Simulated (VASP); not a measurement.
Write the native input for VASP 6.6.1 that does the following.

```yaml
Task: single point
Functional: PBEsol
Potentials_or_basis: VASP PAW PBE potentials, release 64 (Pt)
Cutoff: 520 eV
k_mesh: 16 × 16 × 9
Occupations: fermi-dirac, width 0.1 eV
Spin: no spin polarisation
Dipole_correction: no
Further_INCAR_settings: ALGO = Normal; EDIFF = 1e-07; NBANDS = 17
```

The structure of Pt lies in POSCAR:

```
Pt
1.0
    2.7258644988      0.0000000000      0.0000000000
   -1.3629322494      2.3606679032      0.0000000000
    0.0000000000      0.0000000000      4.6653602216
Pt
2
Direct
    0.3333333333      0.6666666667      0.2500000000
    0.6666666667      0.3333333333      0.7500000000
```

These files were run (other wordings do the same):

INCAR

```
SYSTEM = Pt
PREC = Accurate
ENCUT = 520
EDIFF = 1E-7
ISMEAR = -1
SIGMA = 0.1
LREAL = .False.
LASPH = .True.
NELM = 100
ALGO = Normal
ISIF = 2
LWAVE = .False.
LCHARG = .False.
GGA = PS
NBANDS = 17
```

KPOINTS

```
regular mesh
0
Gamma
  16 16 9
  0 0 0
```

Potentials or basis: VASP PAW PBE potentials, release 64 (Pt).

Command:

```sh
$ cat potpaw_PBE.64/Pt/POTCAR > POTCAR
$ mpirun -np 1 vasp_std > vasp.out
```

It gave:

```json
{
 "Pressure": "2.2 GPa",
 "Band gap on the k mesh": "zero (band 10 reaches 11.67 eV, above the bottom of band 11 at 10.34 eV)"
}
```

Caveat: the PAW data sets were made with another functional, which shifts forces and pressure a little; spin-orbit coupling is left out, which moves the levels of the heavy elements.

It took 76 s on 1 thread of Intel Xeon 6975P-C, with other jobs on the host, peak memory 0.19 GiB.
